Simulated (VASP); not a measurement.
# BaF2 in VASP: further runs

Runs on BaF2. Level: LDA. Tasks: single point.

Everything below comes from runs of VASP 6.6.1. Logs are shortened: lines on timing, memory, paths and dates and some standing lists are left out, and cuts for length are marked.

## Step 1: The cell of the first run

The structure is cubic, space group Fm-3m (No. 225). Conventional cell: a = 6.322 Å, b = 6.322 Å, c = 6.322 Å, α = 90.00°, β = 90.00°, γ = 90.00°. Within 3.6 Å of Ba (site symmetry m-3m) lie 8 F at 2.74 Å. Within 3.6 Å of F (site symmetry -43m) lie 4 Ba at 2.74 Å and 6 F at 3.16 Å.

## Step 2: Single point, LDA (volume scaled by 1.06)

File INCAR:

```
SYSTEM = BaF2
ALGO = Normal
EDIFF = 1E-6
ENCUT = 600
GGA_COMPAT = .FALSE.
ISIF = 2
ISMEAR = -1
LASPH = .TRUE.
LCHARG = .FALSE.
LREAL = .FALSE.
LWAVE = .FALSE.
NBANDS = 19
NELM = 120
PREC = Accurate
SIGMA = 0.01
```

File KPOINTS:

```
k-points
0
G
  8 8 8
  0 0 0
```

File POSCAR:

```
BaF2
1.0
    0.0000000000      3.1608507302      3.1608507302
    3.1608507302      0.0000000000      3.1608507302
    3.1608507302      3.1608507302      0.0000000000
Ba F
1 2
Direct
    0.0000000000      0.0000000000      0.0000000000
    0.2500000000      0.2500000000      0.2500000000
    0.7500000000      0.7500000000      0.7500000000
```

Potentials or basis: VASP PAW LDA potentials, release 64 (Ba_sv, F).

Launch:

```bash
> cat potpaw_LDA.64/Ba_sv/POTCAR potpaw_LDA.64/F/POTCAR > POTCAR
> mpirun -np 1 vasp_std > vasp.out
```

OUTCAR:

```text
SYSTEM = BaF2
   EDIFF = 1E-6
   ENCUT = 600
   ISIF = 2
   ISMEAR = -1
   LASPH = .TRUE.
   LREAL = .FALSE.
   NELM = 120
   PREC = Accurate

 ion  position               nearest neighbor table
   1  0.000  0.000  0.000-   3 2.74   3 2.74   3 2.74   2 2.74   3 2.74   2 2.74   2 2.74   2 2.74

   2  0.250  0.250  0.250-   1 2.74   1 2.74   1 2.74   1 2.74
   3  0.750  0.750  0.750-   1 2.74   1 2.74   1 2.74   1 2.74

  LATTYP: Found a face centered cubic cell.
 ALAT       =     6.3217014604

  Lattice vectors:

 A1 = (   0.0000000000,   3.1608507302,   3.1608507302)
 A2 = (   3.1608507302,   0.0000000000,   3.1608507302)
 A3 = (   3.1608507302,   3.1608507302,   0.0000000000)

Analysis of symmetry for initial positions (statically):
=====================================================================
 Subroutine PRICEL returns:
 Original cell was already a primitive cell.

 Routine SETGRP: Setting up the symmetry group for a
 face centered cubic supercell.

 Subroutine GETGRP returns: Found 48 space group operations
 (whereof 48 operations were pure point group operations)
 out of a pool of 48 trial point group operations.

The static configuration has the point symmetry O_h .

Analysis of symmetry for dynamics (positions and initial velocities):
=====================================================================
 Subroutine PRICEL returns:
 Original cell was already a primitive cell.

 Routine SETGRP: Setting up the symmetry group for a
 face centered cubic supercell.

 Subroutine GETGRP returns: Found 48 space group operations
 (whereof 48 operations were pure point group operations)
 out of a pool of 48 trial point group operations.

The dynamic configuration has the point symmetry O_h .

 Subroutine INISYM returns: Found 48 space group operations
 (whereof 48 operations are pure point group operations),
 and found     1 'primitive' translations

----------------------------------------------------------------------------------------

                                     Primitive cell

  volume of cell :      63.1600

  direct lattice vectors                    reciprocal lattice vectors
     0.000000000  3.160850730  3.160850730    -0.158185262  0.158185262  0.158185262
     3.160850730  0.000000000  3.160850730     0.158185262 -0.158185262  0.158185262
     3.160850730  3.160850730  0.000000000     0.158185262  0.158185262 -0.158185262

  length of vectors
     4.470117971  4.470117971  4.470117971     0.273984910  0.273984910  0.273984910

  position of ions in fractional coordinates (direct lattice)
     0.000000000  0.000000000  0.000000000
     0.250000000  0.250000000  0.250000000
     0.750000000  0.750000000  0.750000000

  ion indices of the primitive-cell ions
   primitive index   ion index
                 1           1
                 2           2
                 3           3

----------------------------------------------------------------------------------------

 KPOINTS: k-points

Automatic generation of k-mesh.
 Grid dimensions read from file:
 generate k-points for:    8    8    8

 Generating k-lattice:

  Cartesian coordinates                     Fractional coordinates (reciprocal lattice)
    -0.019773158  0.019773158  0.019773158     0.125000000  0.000000000  0.000000000
     0.019773158 -0.019773158  0.019773158     0.000000000  0.125000000  0.000000000
     0.019773158  0.019773158 -0.019773158     0.000000000  0.000000000  0.125000000

  Length of vectors
     0.034248114  0.034248114  0.034248114

  Shift w.r.t. Gamma in fractional coordinates (k-lattice)
     0.000000000  0.000000000  0.000000000

 Subroutine IBZKPT returns following result:
 ===========================================

 Found     29 irreducible k-points:

 Following reciprocal coordinates:
            Coordinates               Weight
  0.000000  0.000000  0.000000      1.000000
  0.125000  0.000000  0.000000      8.000000
  0.250000  0.000000  0.000000      8.000000
  0.375000  0.000000  0.000000      8.000000
  0.500000  0.000000  0.000000      4.000000
  0.125000  0.125000  0.000000      6.000000
[... 16 lines left out ...]
  0.500000  0.250000  0.125000     48.000000
 -0.375000  0.250000  0.125000     24.000000
 [... further k-points ...]
   k-points           NKPTS =     29   k-points in BZ     NKDIM =     29   number of bands    NBANDS=     19
   number of dos      NEDOS =    301   number of ions     NIONS =      3
   total plane-waves  NPLWV =  46656
   dimension x,y,z NGX =    36 NGY =   36 NGZ =   36
   dimension x,y,z NGXF=    72 NGYF=   72 NGZF=   72
   ions per type =               1   2
   NGX,Y,Z   is equivalent  to a cutoff of  13.39, 13.39, 13.39 a.u.
   NGXF,Y,Z  is equivalent  to a cutoff of  26.78, 26.78, 26.78 a.u.
 SYSTEM =  BaF2
   PREC   = accura    normal or accurate (medium, high low for compatibility)
   ISTART =      0    job   : 0-new  1-cont  2-samecut
   ICHARG =      2    charge: 1-file 2-atom 10-const
   ISPIN  =      1    spin polarized calculation?
   LNONCOLLINEAR =      F non collinear calculations
   LSORBIT =      F    spin-orbit coupling
   LASPH  =      T    aspherical Exc in radial PAW
   ENCUT  =  600.0 eV  44.10 Ry    6.64 a.u.   8.93  8.93  8.93*2*pi/ulx,y,z
   NELM   =    120;   NELMIN=  2; NELMDL= -5     # of ELM steps
   EDIFF  = 0.1E-05   stopping-criterion for ELM
   LREAL  =      F    real-space projection
   EDIFFG = 0.1E-04   stopping-criterion for IOM
   NSW    =      0    number of steps for IOM
   IBRION =     -1    ionic relax: 0-MD 1-quasi-New 2-CG
   NFREE  =      0    steps in history (QN), initial steepest desc. (CG)
   ISIF   =      2    stress and relaxation
   ISYM   =      2    0-nonsym 1-usesym 2-fastsym
   POTIM  = 0.5000    time-step for ionic-motion
   TEBEG  =    0.0;   TEEND  =   0.0 temperature during run
   PSTRESS=    0.0 pullay stress
   NELECT =      24.0000    total number of electrons
   NUPDOWN=      -1.0000    fix difference up-down
   EMIN   =  10.00;   EMAX   =-10.00  energy-range for DOS
   EFERMI =   0.00;   METHOD = LEGACY
   ISMEAR =    -1;   SIGMA  =   0.01  broadening in eV -4-tet -1-fermi 0-gaus
   EFERMI_NEDOS =   21; number of points for ismear=-14 and -15
   IALGO  =     38    algorithm
   IMIX   =      4    mixing-type and parameters
     AMIX     =   0.40;   BMIX     =  1.00
     AMIX_MAG =   1.60;   BMIX_MAG =  1.00
  volume/ion in A,a.u.               =      21.05       142.07
  Fermi-wavevector in a.u.,A,eV,Ry     =   1.185763  2.240767 19.130255  1.406034
  Thomas-Fermi vector in A             =   2.321950
   LORBIT       =      0    0 simple, 1 ext, 2 COOP (PROOUT), +10 PAW based schemes
   GGA     = CA    functional components
   LHFCALC =     F    Hartree Fock is set to
   AEXX    =    0.0000 exact exchange contribution
   IVDW    =     0    specifies the selected vdW correction
   LEPSILON=     F    determine dielectric tensor
   LRPA    =     F    only Hartree local field effects (RPA)
 non-spin polarized calculation
  energy-cutoff  :      600.00
  volume of cell :       63.16
 maximum number of plane-waves:      2148
   NGX = 17   NGY = 17   NGZ = 17

 number of electron      24.0000018 magnetization

 Free energy of the ion-electron system (eV)
  ---------------------------------------------------
  ext. energy  EPLUGINS =         0.00000000
  ---------------------------------------------------
  free energy    TOTEN  =       -18.49599869 eV

  energy without entropy =      -18.49599869  energy(sigma->0) =      -18.49599869

 E-fermi :  -2.4281     XC(G=0):  -9.0692

 val. band max:       -2.6953594320   @ k =  -0.2500   0.2500   0.0000
 cond. band min:       3.4582872890   @ k =   0.0000   0.0000   0.0000
 fundamental gap:      6.1536467210
 Fermi energy:        -2.4280843094

 k-point     1 :       0.0000    0.0000    0.0000
  band No.  band energies     occupation
      1     -25.7762      2.00000
      2     -21.1340      2.00000
      3     -21.1040      2.00000
      4     -10.7101      2.00000
      5     -10.7101      2.00000
      6     -10.7101      2.00000
[... 11 lines left out ...]
     18       8.1687      0.00000
     19      11.9947      0.00000

 k-point     2 :       0.1250    0.0000    0.0000
  band No.  band energies     occupation
      1     -25.7552      2.00000
      2     -21.1612      2.00000
      3     -21.1171      2.00000
      4     -10.7343      2.00000
      5     -10.7305      2.00000
      6     -10.7305      2.00000
[... 11 lines left out ...]
     18       8.1866      0.00000
     19      11.3227      0.00000

 k-point     3 :       0.2500    0.0000    0.0000
  band No.  band energies     occupation
      1     -25.7033      2.00000
      2     -21.2273      2.00000
      3     -21.1498      2.00000
      4     -10.7873      2.00000
      5     -10.7785      2.00000
      6     -10.7785      2.00000
[... 11 lines left out ...]
     18       8.2505      0.00000
     19      10.3200      0.00000

 k-point     4 :       0.3750    0.0000    0.0000
  band No.  band energies     occupation
      1     -25.6495      2.00000
      2     -21.2960      2.00000
      3     -21.1820      2.00000
      4     -10.8338      2.00000
      5     -10.8250      2.00000
      6     -10.8250      2.00000
[... 11 lines left out ...]
     18       8.3515      0.00000
     19      10.0810      0.00000

 k-point     5 :       0.5000    0.0000    0.0000
  band No.  band energies     occupation
      1     -25.6267      2.00000
      2     -21.3255      2.00000
      3     -21.1951      2.00000
      4     -10.8514      2.00000
      5     -10.8438      2.00000
      6     -10.8438      2.00000
[... 11 lines left out ...]
     18       8.4083      0.00000
     19      10.3695      0.00000
[... 334 lines left out ...]
      2     -21.3941      2.00000
      3     -21.2172      2.00000
      4     -11.0416      2.00000
      5     -11.0416      2.00000
      6     -10.5804      2.00000
[... 11 lines left out ...]
     18       9.3504      0.00000
     19      11.2157      0.00000

 k-point    22 :       0.3750    0.2500    0.1250
  band No.  band energies     occupation
      1     -25.6637      2.00000
      2     -21.2680      2.00000
      3     -21.1830      2.00000
      4     -10.8752      2.00000
      5     -10.8678      2.00000
      6     -10.7094      2.00000
[... 11 lines left out ...]
     18       8.5847      0.00000
     19      10.9017      0.00000

 k-point    23 :       0.5000    0.2500    0.1250
  band No.  band energies     occupation
      1     -25.6198      2.00000
      2     -21.3043      2.00000
      3     -21.2286      2.00000
      4     -10.9306      2.00000
      5     -10.8710      2.00000
      6     -10.7622      2.00000
[... 11 lines left out ...]
     18       9.0095      0.00000
     19      10.5443      0.00000

 k-point    24 :      -0.3750    0.2500    0.1250
  band No.  band energies     occupation
      1     -25.6013      2.00000
      2     -21.3163      2.00000
      3     -21.2510      2.00000
      4     -10.9529      2.00000
      5     -10.8290      2.00000
      6     -10.8268      2.00000
[... 11 lines left out ...]
     18       9.2888      0.00000
     19      10.3542      0.00000

 [... further k-points ...]
[... 5 lines left out ...]
  --------------------------------------------------------------------------------------
  -------------------------------------------------------------------------------------
  Total       -2.4379639     -2.4379639     -2.4379639      0.0000000      0.0000000     -0.0000000
  in kB      -61.8437603    -61.8437603    -61.8437603      0.0000000      0.0000000     -0.0000000
  external PRESSURE =     -61.8437603 kB  Pullay stress =       0.0000000 kB

 VOLUME and BASIS-vectors are now :
 -----------------------------------------------------------------------------
  energy-cutoff  :      600.00
  volume of cell :       63.16
      direct lattice vectors                 reciprocal lattice vectors
     0.000000000  3.160850730  3.160850730    -0.158185262  0.158185262  0.158185262
     3.160850730  0.000000000  3.160850730     0.158185262 -0.158185262  0.158185262
     3.160850730  3.160850730  0.000000000     0.158185262  0.158185262 -0.158185262

 POSITION                                       TOTAL-FORCE (eV/Angst)
 -----------------------------------------------------------------------------------
      0.00000      0.00000      0.00000         0.000000     -0.000000     -0.000000
      1.58043      1.58043      1.58043        -0.000000     -0.000000      0.000000
      4.74128      4.74128      4.74128         0.000000      0.000000     -0.000000
 -----------------------------------------------------------------------------------
    total drift:                                0.000000      0.000000      0.000000

  FREE ENERGIE OF THE ION-ELECTRON SYSTEM (eV)
  ---------------------------------------------------
  free  energy   TOTEN  =       -18.4959986918 eV

  energy  without entropy=      -18.4959986918  energy(sigma->0) =      -18.49599869
```

Run time: 16 s. Hardware: 1 thread of Intel Xeon Platinum 8488C (Sapphire Rapids), shared host; peak memory 0.19 GiB.

What came out:

* Free energy: -18.4960 eV
* Pressure: -6.2 GPa
* Band gap on the k mesh: 6.15 eV, indirect (least direct gap 6.21 eV)

Caveat: spin-orbit coupling is left out, which moves the levels of the heavy elements.

## Step 3: Single point, LDA (equal xx and yy strain of -2 %)

File INCAR:

```
SYSTEM = BaF2
  ALGO = Normal
  EDIFF = 1E-6
  ENCUT = 600
  GGA = CA
  GGA_COMPAT = .False.
  ISIF = 2
  ISMEAR = -1
  LASPH = .True.
  LCHARG = .False.
  LREAL = .False.
  LWAVE = .False.
  NBANDS = 19
  NELM = 120
  PREC = Accurate
  SIGMA = 0.01
```

File KPOINTS:

```
k-points
0
Gamma
  8 8 8
  0 0 0
```

File POSCAR:

```
BaF2
1.0
    0.0000000000      3.0380490000      3.1000500000
    3.0380490000      0.0000000000      3.1000500000
    3.0380490000      3.0380490000      0.0000000000
Ba F
1 2
Direct
    0.0000000000      0.0000000000      0.0000000000
    0.2500000000      0.2500000000      0.2500000000
    0.7500000000      0.7500000000      0.7500000000
```

Potentials or basis: VASP PAW LDA potentials, release 64 (Ba_sv, F).

Launch:

```bash
> cat potpaw_LDA.64/Ba_sv/POTCAR potpaw_LDA.64/F/POTCAR > POTCAR
> mpirun -np 1 vasp_std > vasp.out
```

Run time: 56 s. Hardware: 1 thread of Intel Xeon Platinum 8259CL at 2.50GHz (Skylake/Cascade Lake), shared host; peak memory 0.21 GiB.

The run converged. Its results:

| Quantity | Value |
| --- | --- |
| Free energy | -18.6263 eV |
| Pressure | -1.0 GPa |
| Band gap on the k mesh | 6.54 eV, indirect (least direct gap 6.64 eV) |

Stress tensor (GPa, compression positive):
```
-0.69  0.00  0.00
 0.00 -0.69  0.00
 0.00  0.00 -1.72
```

Levels at points of the mesh, in eV from the valence-band top:
| k point | band 8 | band 9 | band 10 | band 11 | band 12 | band 13 | band 14 | band 15 | band 16 | band 17 |
| --- | --- | --- | --- | --- | --- | --- | --- | --- | --- | --- |
| (0.00, 0.00, 0.00) | -1.70 | -1.68 | -0.16 | -0.10 | -0.10 | 6.54 | 9.10 | 9.31 | 11.49 | 11.69 |
| (0.50, 0.00, 0.00) | -1.24 | -0.76 | -0.38 | -0.19 | -0.17 | 9.13 | 9.21 | 9.22 | 9.50 | 11.82 |
| (0.50, 0.50, 0.00) | -0.42 | -0.42 | -0.34 | -0.34 | -0.25 | 7.03 | 8.95 | 10.88 | 12.19 | 12.19 |
| (0.50, 0.00, 0.50) | -0.52 | -0.40 | -0.33 | -0.28 | -0.16 | 7.05 | 9.13 | 10.87 | 12.27 | 12.28 |

Caveat: the cell differs from its parent crystal (equal xx and yy strain of -2 %); spin-orbit coupling is left out, which moves the levels of the heavy elements. A k mesh can miss the band edges.

## Step 4: Single point, LDA (equal xy, yz and zx shear strains of -1 %)

File INCAR:

```
SYSTEM = BaF2
PREC = Accurate ; ENCUT = 600
EDIFF = 1E-6 ; ISMEAR = -1
SIGMA = 0.01 ; LREAL = .False.
LASPH = .True. ; NELM = 120
ALGO = Normal ; ISIF = 2
LWAVE = .False. ; LCHARG = .False.
NBANDS = 19 ; GGA_COMPAT = .False.
```

File KPOINTS:

```
Automatic mesh
0
Gamma
  8 8 8
  0 0 0
```

File POSCAR:

```
BaF2
1.0
   -0.0310005000      3.0845497500      3.0845497500
    3.0845497500     -0.0310005000      3.0845497500
    3.0845497500      3.0845497500     -0.0310005000
Ba F
1 2
Direct
    0.0000000000      0.0000000000      0.0000000000
    0.2500000000      0.2500000000      0.2500000000
    0.7500000000      0.7500000000      0.7500000000
```

Launch:

```bash
> cat potpaw_LDA.64/Ba_sv/POTCAR potpaw_LDA.64/F/POTCAR > POTCAR
> mpirun -np 1 vasp_std > vasp.out
```

Run time: 66 s. Hardware: 1 thread of Intel Xeon Platinum 8259CL at 2.50GHz (Skylake/Cascade Lake), shared host; peak memory 0.23 GiB.

Results (log left out):

```
Free energy            : -18.5973 eV
Pressure               : -3.4 GPa
Largest force          : 0.046 eV/Å
Band gap on the k mesh : 6.39 eV, indirect (least direct gap 6.46 eV)
```

Forces on the atoms (eV/Å):
```
Ba   0.000  0.000  0.000
F    0.026  0.026  0.026
F   -0.026 -0.026 -0.026
```

Stress tensor (GPa, compression positive):
```
-3.44  0.36  0.36
 0.36 -3.44  0.36
 0.36  0.36 -3.44
```

Levels at points of the mesh, in eV from the valence-band top:
```csv
k point,band 8,band 9,band 10,band 11,band 12,band 13,band 14,band 15,band 16,band 17
"(0.00, 0.00, 0.00)",-1.56,-1.55,-0.10,-0.10,-0.08,6.39,9.07,9.07,11.26,11.26
"(0.50, 0.00, 0.00)",-1.14,-0.70,-0.38,-0.20,-0.15,8.93,9.00,9.11,9.37,11.46
"(0.50, 0.50, 0.00)",-0.40,-0.36,-0.35,-0.32,-0.14,6.99,8.88,10.64,11.89,11.98
"(0.50, 0.50, 0.50)",-1.13,-0.71,-0.32,-0.17,-0.17,8.95,9.04,9.04,9.37,11.51
```

Caveat: the cell differs from its parent crystal (equal xy, yz and zx shear strains of -1 %); spin-orbit coupling is left out, which moves the levels of the heavy elements. A k mesh can miss the band edges.

## Step 5: Single point, LDA (equal xy, yz and zx shear strains of +1 %)

File INCAR:

```
SYSTEM = BaF2
PREC = Accurate ; ENCUT = 600
EDIFF = 1E-6 ; ISMEAR = -1
SIGMA = 0.01 ; LREAL = .FALSE.
LASPH = .TRUE. ; NELM = 120
ALGO = Normal ; ISIF = 2
LWAVE = .FALSE. ; LCHARG = .FALSE.
GGA = CA ; NBANDS = 19
GGA_COMPAT = .FALSE.
```

File KPOINTS:

```
Automatic mesh
0
G
  8 8 8
  0 0 0
```

File POSCAR:

```
BaF2
1.0
    0.0310005000      3.1155502500      3.1155502500
    3.1155502500      0.0310005000      3.1155502500
    3.1155502500      3.1155502500      0.0310005000
Ba F
1 2
Direct
    0.0000000000      0.0000000000      0.0000000000
    0.2500000000      0.2500000000      0.2500000000
    0.7500000000      0.7500000000      0.7500000000
```

Launch:

```bash
> cat potpaw_LDA.64/Ba_sv/POTCAR potpaw_LDA.64/F/POTCAR > POTCAR
> mpirun -np 1 vasp_std > vasp.out
```

It took 63 s on 1 thread of Intel Xeon Platinum 8259CL at 2.50GHz (Skylake/Cascade Lake), shared host; peak memory 0.22 GiB.

The run converged. Its results:

```
Free energy            : -18.5975 eV
Pressure               : -3.4 GPa
Largest force          : 0.039 eV/Å
Band gap on the k mesh : 6.39 eV, indirect (least direct gap 6.47 eV)
```

Forces on the atoms (eV/Å):
```
Ba   0.000  0.000  0.000
F   -0.022 -0.022 -0.022
F    0.022  0.022  0.022
```

Stress tensor (GPa, compression positive):
```
-3.44 -0.33 -0.33
-0.33 -3.44 -0.33
-0.33 -0.33 -3.44
```

Levels at points of the mesh, in eV from the valence-band top:
| k point | band 10 | band 11 | band 12 | band 13 | band 14 | band 15 |
| --- | --- | --- | --- | --- | --- | --- |
| (0.00, 0.00, 0.00) | -0.10 | -0.08 | -0.08 | 6.39 | 9.07 | 9.07 |
| (0.50, 0.00, 0.00) | -0.35 | -0.20 | -0.15 | 8.94 | 8.99 | 9.11 |
| (0.50, 0.50, 0.00) | -0.35 | -0.32 | -0.14 | 7.00 | 8.88 | 10.65 |
| (0.50, 0.50, 0.50) | -0.40 | -0.18 | -0.18 | 8.92 | 9.06 | 9.06 |

Caveat: the cell differs from its parent crystal (equal xy, yz and zx shear strains of +1 %); spin-orbit coupling is left out, which moves the levels of the heavy elements. A k mesh can miss the band edges.

## Step 6: Summary

| cell | gap on the mesh (eV) | pressure (GPa) | largest force (eV/Å) |
| --- | --- | --- | --- |
| a = 4.470 Å, angles 60.0°, 3 atoms | 6.15 | -6.2 | - |
| a = 4.341, b = 4.341, c = 4.296 Å, angles 60.3, 60.3, 59.3°, 3 atoms | 6.54 | -1.0 | - |
| a = 4.362 Å, angles 60.7°, 3 atoms | 6.39 | -3.4 | 0.05 |
| a = 4.406 Å, angles 59.3°, 3 atoms | 6.39 | -3.4 | 0.04 |

Alike in all rows: task single point; level LDA; potentials or basis VASP PAW LDA potentials, release 64 (Ba_sv, F); no spin polarisation; k mesh 8 × 8 × 8; cutoff (eV) 600; smearing fermi-dirac 0.01 eV.

Caveats: spin-orbit coupling is left out, which moves the levels of the heavy elements.

Absolute energies hang on the potentials; compare differences alone.
